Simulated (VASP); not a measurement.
**HfC: single point with PBE**

HfC:

```
CELL_PARAMETERS angstrom
0.00000 2.30225 2.30225
2.30225 0.00000 2.30225
2.30225 2.30225 0.00000
ATOMIC_POSITIONS crystal
Hf 0.50000 0.50000 0.50000
C 0.00000 0.00000 0.00000
```

This cell differs from its parent crystal: volume scaled by 0.97.

- Program: VASP 6.6.1
- Task: single point
- Functional: PBE
- Potentials or basis: VASP PAW PBE potentials, release 64 (Hf_pv, C)
- Cutoff: 520 eV
- k mesh: 16 × 16 × 16
- Occupations: gaussian, width 0.1 eV
- Spin: no spin polarisation
- Dipole correction: no
- Further INCAR settings: ALGO = Normal; EDIFF = 1e-06; NBANDS = 14

```yaml
Pressure: 7.0 GPa
Band_gap_on_the_k_mesh: zero (band 7 reaches 7.20 eV, above the bottom of band 8 at 5.76 eV)
```

Levels at points of the mesh, in eV from the Fermi level:
| k point | band 5 | band 6 | band 7 | band 8 | band 9 | band 10 |
| --- | --- | --- | --- | --- | --- | --- |
| (0.00, 0.00, 0.00) | 1.04 | 1.04 | 1.04 | 1.42 | 1.42 | 1.42 |
| (0.50, 0.00, 0.00) | -6.25 | -3.06 | -3.06 | 5.51 | 5.51 | 6.00 |
| (0.50, 0.50, 0.00) | -2.53 | -1.85 | -0.04 | -0.04 | 5.51 | 7.00 |

Run time: 29 s on 1 thread of Intel(R) Xeon(R) Platinum 8488C (Sapphire Rapids), on a shared host, peak memory 0.18 GiB.

Caveat: spin-orbit coupling is left out, which moves the levels of the heavy elements.
